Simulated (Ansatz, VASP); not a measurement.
**CeO2: VASP beside Ansatz**

File INCAR:

```
SYSTEM = CeO2
  PREC = Accurate
  ENCUT = 520
  EDIFF = 1E-6
  ISMEAR = 0
  SIGMA = 0.02
  LREAL = .False.
  LASPH = .True.
  NELM = 100
  ALGO = Normal
  ISIF = 2
  LWAVE = .False.
  LCHARG = .False.
  GGA = PE
  NBANDS = 19
```

The input KPOINTS:

```
Automatic mesh
0
Gamma
  10 10 10
  0 0 0
```

File POSCAR:

```
CeO2
1.0
    0.0000000000      2.8115726438      2.8115726438
    2.8115726438      0.0000000000      2.8115726438
    2.8115726438      2.8115726438      0.0000000000
Ce O
1 2
Direct
    0.0000000000      0.0000000000      0.0000000000
    0.2500000000      0.2500000000      0.2500000000
    0.7500000000      0.7500000000      0.7500000000
```

Input for Ansatz:

```yaml
crystal:
  lattice:
    - [0.0, 2.8115726438, 2.8115726438]
    - [2.8115726438, 0.0, 2.8115726438]
    - [2.8115726438, 2.8115726438, 0.0]
  atoms:
    - { symbol: Ce, position: [0.0, 0.0, 0.0] }
    - { symbol: O, position: [0.25, 0.25, 0.25] }
    - { symbol: O, position: [0.75, 0.75, 0.75] }
basis:
  ecutwfc: 600.0
kpoints:
  mp_grid: { grid: [10, 10, 10] }
hamiltonian:
  xc: pbe
scf:
  occupations: { method: gaussian, width: 0.02 }
output:
  forces: true
  stress: true
  eigenvalues: true
```

Alike in both runs: task single point; functional PBE; k mesh 10 × 10 × 10; occupations gaussian, width 0.02 eV; no spin polarisation.

|  | VASP | Ansatz |
| --- | --- | --- |
| version | VASP 6.6.1 | Ansatz 0.2.0 |
| potentials or method | VASP PAW PBE potentials, release 64 (Ce, O), cutoff 520 eV | scalar-relativistic, plane waves, PAW |
| valence electrons in the cell | 24 | 24 |

```csv
,VASP,Ansatz,Ansatz less VASP
gap on the k mesh at the Fermi level (eV),1.64,1.67,+0.027
least direct gap on the mesh (eV),1.70,1.73,+0.028
pressure (GPa),-12.4,-12.3,+0.06
```

With one functional, cell and mesh, what is left measures potentials, basis and numerics.

Neither program's run includes spin-orbit coupling.
